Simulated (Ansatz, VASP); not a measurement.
**Al5Co2Ni3 in VASP and in Ansatz**

```
Al Co Ni
1.0
     2.86710    0.00000    0.00000
     0.00000    2.86710    0.00000
     0.00000    0.00000   14.52008
Al Co Ni
5 2 3
Direct
  0.50000 0.50000 0.89837
  0.50000 0.50000 0.10163
  0.50000 0.50000 0.30493
  0.50000 0.50000 0.50000
  0.50000 0.50000 0.69507
  0.00000 0.00000 0.40154
  0.00000 0.00000 0.59846
  0.00000 0.00000 0.79636
  0.00000 0.00000 0.00000
  0.00000 0.00000 0.20364
```

Alike in both runs: functional PBE; k mesh 6 × 6 × 2; occupations gaussian, width 0.1 eV; collinear spin.

Ansatz relaxed the structure, and its values are those at the end. VASP's run is a single point on that final structure, the one shown.

|  | VASP | Ansatz |
| --- | --- | --- |
| version | VASP 6.6.1 | Ansatz 0.2.0 |
| potentials or method | VASP PAW PBE potentials, release 64 (Al, Co, Ni), cutoff 520 eV | scalar-relativistic, plane waves, PAW |
| valence electrons in the cell | 63 | 103 |

Ansatz gave:

- gap on the k mesh at the Fermi level (eV): none
- pressure (GPa): 0.0
- net moment per atom (μB): 0.00
- size of the moment on the site where the two differ most (μB): 0.37

**Question.** Estimate VASP's values.

**Answer.** gap on the k mesh at the Fermi level (eV): none; pressure (GPa): 0.0; net moment per atom (μB): 0.00; size of the moment on the site where the two differ most (μB): 0.36.

Site moments also hang on the region over which each program counts them. A gap of «none» marks a metal or a gap that the smearing closes. VASP's potentials hold 63 valence electrons a cell and Ansatz's 103, so a difference there can come from the potentials and not from the codes. Ansatz's warnings: seeded moment not kept.

The k mesh is coarse, so the values compare programs but aren't converged.
